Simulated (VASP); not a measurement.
# Be (P4_2/mnm) in VASP: further runs

Be is run at these levels: PBE; tasks: electric field gradients.

Everything below comes from runs of VASP 6.6.1. Logs are shortened: lines on timing, memory, paths and dates and some standing lists are left out, and cuts for length are marked.

## 1. The cell of the first run

The structure is tetragonal, space group P4_2/mnm (No. 136). The conventional cell has a = 3.759 Å, b = 3.759 Å, c = 2.289 Å, α = 90.00°, β = 90.00°, γ = 90.00°. Within 2.9 Å of Be (site symmetry m2m) lie 13 Be at 2.15 to 2.71 Å.

## 2. Electric field gradients, PBE (volume scaled by 1.01)

INCAR reads:

```
PREC = Accurate
ENCUT = 520
EDIFF = 1E-8
ISMEAR = -1
SIGMA = 0.05
LREAL = F
LASPH = T
NELM = 60
ALGO = Normal
ISIF = 2
LWAVE = F
LCHARG = F
GGA = PE
LEFG = T
NBANDS = 12
```

KPOINTS reads:

```
Automatic mesh
0
Gamma
  9 9 14
```

POSCAR reads:

```
Be
1.0
    3.7592619785      0.0000000000      0.0000000000
    0.0000000000      3.7592619785      0.0000000000
    0.0000000000      0.0000000000      2.2888590590
Be
4
Direct
    0.2974080000      0.2974080000      0.0000000000
    0.7025920000      0.7025920000      0.0000000000
    0.2025920000      0.7974080000      0.5000000000
    0.7974080000      0.2025920000      0.5000000000
```

Potentials or basis: VASP PAW PBE potentials, release 64 (Be).

Run with:

```console
> cat potpaw_PBE.64/Be/POTCAR > POTCAR
> mpirun -np 1 vasp_std > vasp.out
```

OUTCAR:

```text
PREC = Accurate
   ENCUT = 520
   EDIFF = 1E-8
   ISMEAR = -1
   LREAL = F
   LASPH = T
   NELM = 60
   ISIF = 2
   GGA = PE

 ion  position               nearest neighbor table
   1  0.297  0.297  0.000-   2 2.15   3 2.23   4 2.23   3 2.23   4 2.23   3 2.23   3 2.23   4 2.23
                             4 2.23
   2  0.703  0.703  0.000-   1 2.15   3 2.23   4 2.23   3 2.23   4 2.23   4 2.23   4 2.23   3 2.23
                             3 2.23
   3  0.203  0.797  0.500-   4 2.15   2 2.23   1 2.23   1 2.23   2 2.23   1 2.23   1 2.23   2 2.23
                             2 2.23
   4  0.797  0.203  0.500-   3 2.15   2 2.23   1 2.23   1 2.23   2 2.23   2 2.23   2 2.23   1 2.23
                             1 2.23

  LATTYP: Found a simple tetragonal cell.
 ALAT       =     3.7592619785
 C/A-ratio  =     0.6088586196

  Lattice vectors:

 A1 = (   3.7592619785,   0.0000000000,   0.0000000000)
 A2 = (   0.0000000000,   3.7592619785,   0.0000000000)
 A3 = (   0.0000000000,   0.0000000000,   2.2888590590)

Analysis of symmetry for initial positions (statically):
=====================================================================
 Subroutine PRICEL returns:
 Original cell was already a primitive cell.

 Routine SETGRP: Setting up the symmetry group for a
 simple tetragonal supercell.

 Subroutine GETGRP returns: Found 16 space group operations
 (whereof  8 operations were pure point group operations)
 out of a pool of 16 trial point group operations.

The static configuration has the point symmetry D_2h.
 The point group associated with its full space group is D_4h.

Analysis of symmetry for dynamics (positions and initial velocities):
=====================================================================
 Subroutine PRICEL returns:
 Original cell was already a primitive cell.

 Routine SETGRP: Setting up the symmetry group for a
 simple tetragonal supercell.

 Subroutine GETGRP returns: Found 16 space group operations
 (whereof  8 operations were pure point group operations)
 out of a pool of 16 trial point group operations.

The dynamic configuration has the point symmetry D_2h.
 The point group associated with its full space group is D_4h.

 Subroutine INISYM returns: Found 16 space group operations
 (whereof  8 operations are pure point group operations),
 and found     1 'primitive' translations

----------------------------------------------------------------------------------------

                                     Primitive cell

  volume of cell :      32.3463

  direct lattice vectors                    reciprocal lattice vectors
     3.759261979  0.000000000  0.000000000     0.266009660  0.000000000  0.000000000
     0.000000000  3.759261979  0.000000000     0.000000000  0.266009660  0.000000000
     0.000000000  0.000000000  2.288859059     0.000000000  0.000000000  0.436898898

  length of vectors
     3.759261979  3.759261979  2.288859059     0.266009660  0.266009660  0.436898898

  position of ions in fractional coordinates (direct lattice)
     0.297408000  0.297408000  0.000000000
     0.702592000  0.702592000  0.000000000
     0.202592000  0.797408000  0.500000000
     0.797408000  0.202592000  0.500000000

  ion indices of the primitive-cell ions
   primitive index   ion index
                 1           1
                 2           2
                 3           3
                 4           4

----------------------------------------------------------------------------------------

 KPOINTS: Automatic mesh

Automatic generation of k-mesh.
 Grid dimensions read from file:
 generate k-points for:    9    9   14

 Generating k-lattice:

  Cartesian coordinates                     Fractional coordinates (reciprocal lattice)
     0.029556629  0.000000000  0.000000000     0.111111111  0.000000000  0.000000000
     0.000000000  0.029556629  0.000000000     0.000000000  0.111111111  0.000000000
     0.000000000  0.000000000  0.031207064     0.000000000  0.000000000  0.071428571

  Length of vectors
     0.029556629  0.029556629  0.031207064

  Shift w.r.t. Gamma in fractional coordinates (k-lattice)
     0.000000000  0.000000000  0.000000000

 Subroutine IBZKPT returns following result:
 ===========================================

 Found    120 irreducible k-points:

 Following reciprocal coordinates:
            Coordinates               Weight
  0.000000  0.000000  0.000000      1.000000
  0.111111  0.000000  0.000000      4.000000
  0.222222  0.000000  0.000000      4.000000
  0.333333  0.000000  0.000000      4.000000
  0.444444  0.000000  0.000000      4.000000
  0.111111  0.111111  0.000000      4.000000
[... 16 lines left out ...]
  0.333333  0.111111  0.071429     16.000000
  0.444444  0.111111  0.071429     16.000000
 [... further k-points ...]
   k-points           NKPTS =    120   k-points in BZ     NKDIM =    120   number of bands    NBANDS=     12
   number of dos      NEDOS =    301   number of ions     NIONS =      4
   total plane-waves  NPLWV =  14112
   dimension x,y,z NGX =    28 NGY =   28 NGZ =   18
   dimension x,y,z NGXF=    56 NGYF=   56 NGZF=   36
   ions per type =               4
   NGX,Y,Z   is equivalent  to a cutoff of  12.38, 12.38, 13.07 a.u.
   NGXF,Y,Z  is equivalent  to a cutoff of  24.76, 24.76, 26.15 a.u.
 SYSTEM =  unknown system
   PREC   = accura    normal or accurate (medium, high low for compatibility)
   ISTART =      0    job   : 0-new  1-cont  2-samecut
   ICHARG =      2    charge: 1-file 2-atom 10-const
   ISPIN  =      1    spin polarized calculation?
   LNONCOLLINEAR =      F non collinear calculations
   LSORBIT =      F    spin-orbit coupling
   LASPH  =      T    aspherical Exc in radial PAW
   ENCUT  =  520.0 eV  38.22 Ry    6.18 a.u.   6.99  6.99  4.26*2*pi/ulx,y,z
   NELM   =     60;   NELMIN=  2; NELMDL= -5     # of ELM steps
   EDIFF  = 0.1E-07   stopping-criterion for ELM
   LREAL  =      F    real-space projection
   EDIFFG = 0.1E-06   stopping-criterion for IOM
   NSW    =      0    number of steps for IOM
   IBRION =     -1    ionic relax: 0-MD 1-quasi-New 2-CG
   NFREE  =      0    steps in history (QN), initial steepest desc. (CG)
   ISIF   =      2    stress and relaxation
   ISYM   =      2    0-nonsym 1-usesym 2-fastsym
   POTIM  = 0.5000    time-step for ionic-motion
   TEBEG  =    0.0;   TEEND  =   0.0 temperature during run
   PSTRESS=    0.0 pullay stress
   NELECT =       8.0000    total number of electrons
   NUPDOWN=      -1.0000    fix difference up-down
   EMIN   =  10.00;   EMAX   =-10.00  energy-range for DOS
   EFERMI =   0.00;   METHOD = LEGACY
   ISMEAR =    -1;   SIGMA  =   0.05  broadening in eV -4-tet -1-fermi 0-gaus
   EFERMI_NEDOS =   21; number of points for ismear=-14 and -15
   IALGO  =     38    algorithm
   IMIX   =      4    mixing-type and parameters
     AMIX     =   0.40;   BMIX     =  1.00
     AMIX_MAG =   1.60;   BMIX_MAG =  1.00
  volume/ion in A,a.u.               =       8.09        54.57
  Fermi-wavevector in a.u.,A,eV,Ry     =   1.027614  1.941909 14.367628  1.055991
  Thomas-Fermi vector in A             =   2.161568
   LORBIT       =      0    0 simple, 1 ext, 2 COOP (PROOUT), +10 PAW based schemes
   GGA     = PE    functional components
   LHFCALC =     F    Hartree Fock is set to
   AEXX    =    0.0000 exact exchange contribution
   IVDW    =     0    specifies the selected vdW correction
   LEPSILON=     F    determine dielectric tensor
   LRPA    =     F    only Hartree local field effects (RPA)
 non-spin polarized calculation
  energy-cutoff  :      520.00
  volume of cell :       32.35
 maximum number of plane-waves:       882
 NGX is ok and might be reduce to    28
   NGX = 13   NGY = 13   NGZ =  9

 number of electron       8.0000000 magnetization

 Free energy of the ion-electron system (eV)
  ---------------------------------------------------
  ext. energy  EPLUGINS =         0.00000000
  ---------------------------------------------------
  free energy    TOTEN  =       -14.85284398 eV

  energy without entropy =      -14.84801993  energy(sigma->0) =      -14.85043195

 E-fermi :   6.7074     XC(G=0): -10.5299

 val. band max:        6.7063688115   @ k =   0.0000   0.0000   0.2857
 cond. band min:       6.7081863185   @ k =   0.1111   0.0000   0.2857
 fundamental gap:      0.0018175070
 Fermi energy:         6.7074065796

 k-point     1 :       0.0000    0.0000    0.0000
  band No.  band energies     occupation
      1      -4.3852      2.00000
      2       1.7937      2.00000
      3       2.3682      2.00000
      4       5.6887      2.00000
      5       5.6887      2.00000
      6      11.5139      0.00000
      7      11.5139      0.00000
      8      14.0756      0.00000
      9      15.8702      0.00000
     10      17.1640      0.00000
     11      22.6867      0.00000
     12      22.6867      0.00000

 k-point     2 :       0.1111    0.0000    0.0000
  band No.  band energies     occupation
      1      -4.2881      2.00000
      2       1.3753      2.00000
      3       2.2486      2.00000
      4       5.6605      2.00000
      5       6.4229      1.99326
      6      10.5837      0.00000
      7      11.3923      0.00000
      8      15.2595      0.00000
      9      15.9881      0.00000
     10      17.6535      0.00000
     11      22.1937      0.00000
     12      22.7859      0.00000

 k-point     3 :       0.2222    0.0000    0.0000
  band No.  band energies     occupation
      1      -3.9967      2.00000
      2       0.2464      2.00000
      3       2.5096      2.00000
      4       5.5263      2.00000
      5       7.6679      0.00000
      6       9.3035      0.00000
      7      11.4184      0.00000
      8      16.3402      0.00000
      9      17.2820      0.00000
     10      18.9287      0.00000
     11      21.1023      0.00000
     12      22.7784      0.00000
[... 286 lines left out ...]
 k-point    23 :       0.3333    0.1111    0.0714
  band No.  band energies     occupation
      1      -3.3049      2.00000
      2      -0.7125      2.00000
      3       2.4974      2.00000
      4       4.9249      2.00000
      5       8.4437      0.00000
      6       9.6702      0.00000
      7      12.5292      0.00000
      8      15.8547      0.00000
      9      18.4480      0.00000
     10      19.1002      0.00000
     11      20.6298      0.00000
     12      22.1787      0.00000

 k-point    24 :       0.4444    0.1111    0.0714
  band No.  band energies     occupation
      1      -2.6254      2.00000
      2      -1.7569      2.00000
      3       3.1904      2.00000
      4       4.0283      2.00000
      5       8.8121      0.00000
      6       9.2669      0.00000
      7      14.5381      0.00000
      8      16.7952      0.00000
      9      17.0215      0.00000
     10      17.9052      0.00000
     11      21.5460      0.00000
     12      22.7534      0.00000

 [... further k-points ...]
[... 5 lines left out ...]
  --------------------------------------------------------------------------------------
  -------------------------------------------------------------------------------------
  Total       -0.1100050     -0.1100050     -0.4116136      0.0000000      0.0000000      0.0000000
  in kB       -5.4487723     -5.4487723    -20.3880673      0.0000000      0.0000000      0.0000000
  external PRESSURE =     -10.4285373 kB  Pullay stress =       0.0000000 kB

 VOLUME and BASIS-vectors are now :
 -----------------------------------------------------------------------------
  energy-cutoff  :      520.00
  volume of cell :       32.35
      direct lattice vectors                 reciprocal lattice vectors
     3.759261979  0.000000000  0.000000000     0.266009660  0.000000000  0.000000000
     0.000000000  3.759261979  0.000000000     0.000000000  0.266009660  0.000000000
     0.000000000  0.000000000  2.288859059     0.000000000  0.000000000  0.436898898

 POSITION                                       TOTAL-FORCE (eV/Angst)
 -----------------------------------------------------------------------------------
      1.11803      1.11803      0.00000         0.006874      0.006874      0.000000
      2.64123      2.64123      0.00000        -0.006874     -0.006874     -0.000000
      0.76160      2.99767      1.14443        -0.006874      0.006874      0.000000
      2.99767      0.76160      1.14443         0.006874     -0.006874      0.000000
 -----------------------------------------------------------------------------------
    total drift:                               -0.000000     -0.000000     -0.000000

  FREE ENERGIE OF THE ION-ELECTRON SYSTEM (eV)
  ---------------------------------------------------
  free  energy   TOTEN  =       -14.8528439765 eV

  energy  without entropy=      -14.8480199330  energy(sigma->0) =      -14.85043195

 Electric field gradients (V/A^2)
---------------------------------------------------------------------
 ion       V_xx      V_yy      V_zz      V_xy      V_xz      V_yz
---------------------------------------------------------------------
   1       0.256     0.256    -0.512    -1.496    -0.000     0.000
   2       0.256     0.256    -0.512    -1.496    -0.000     0.000
   3       0.256     0.256    -0.512     1.496     0.000     0.000
   4       0.256     0.256    -0.512     1.496     0.000     0.000
---------------------------------------------------------------------

 Electric field gradients after diagonalization (V/A^2)
 (convention: |V_zz| > |V_xx| > |V_yy|)
----------------------------------------------------------------------
 ion       V_xx      V_yy      V_zz     asymmetry (V_yy - V_xx)/ V_zz
----------------------------------------------------------------------
   1      -1.241    -0.512     1.752       0.416
   2      -1.241    -0.512     1.752       0.416
   3      -1.241    -0.512     1.752       0.416
   4      -1.241    -0.512     1.752       0.416
----------------------------------------------------------------------

           NMR quadrupolar parameters

 Cq : quadrupolar parameter    Cq=e*Q*V_zz/h
 eta: asymmetry parameters     (V_yy - V_xx)/ V_zz
 Q  : nuclear electric quadrupole moment in mb (millibarn)
----------------------------------------------------------------------
 ion       Cq(MHz)       eta       Q (mb)
----------------------------------------------------------------------
   1       0.004       0.416       1.000
   2       0.004       0.416       1.000
   3       0.004       0.416       1.000
   4       0.004       0.416       1.000
----------------------------------------------------------------------
```

Run time: 27 s. Hardware: 1 thread of Intel Xeon Platinum 8259CL at 2.50GHz (Skylake/Cascade Lake), shared host; peak memory 0.15 GiB.

What came out:

```
Free energy            : -14.8528 eV
Pressure               : -1.0 GPa
Largest force          : 0.010 eV/Å
Band gap on the k mesh : zero (band 4 reaches 7.73 eV, above the bottom of band 5 at 5.69 eV)
```

Forces in eV/Å, atoms in the order of the input:
```
Be   0.007  0.007  0.000
Be  -0.007 -0.007  0.000
Be  -0.007  0.007  0.000
Be   0.007 -0.007  0.000
```

Stress tensor (GPa, compression positive):
```
-0.54  0.00  0.00
 0.00 -0.54  0.00
 0.00  0.00 -2.04
```

Electric field gradients, principal values (V/Å²):
```tsv
atom	least	middle	greatest (by size)
1 Be	-0.512	-1.241	1.752
2 Be	-0.512	-1.241	1.752
3 Be	-0.512	-1.241	1.752
4 Be	-0.512	-1.241	1.752
```

Caveat: without QUAD_EFG the Cq values of the log hold for a quadrupole moment of 1 mb, not for the nuclei.

(Part 1 of 2 ends here.)
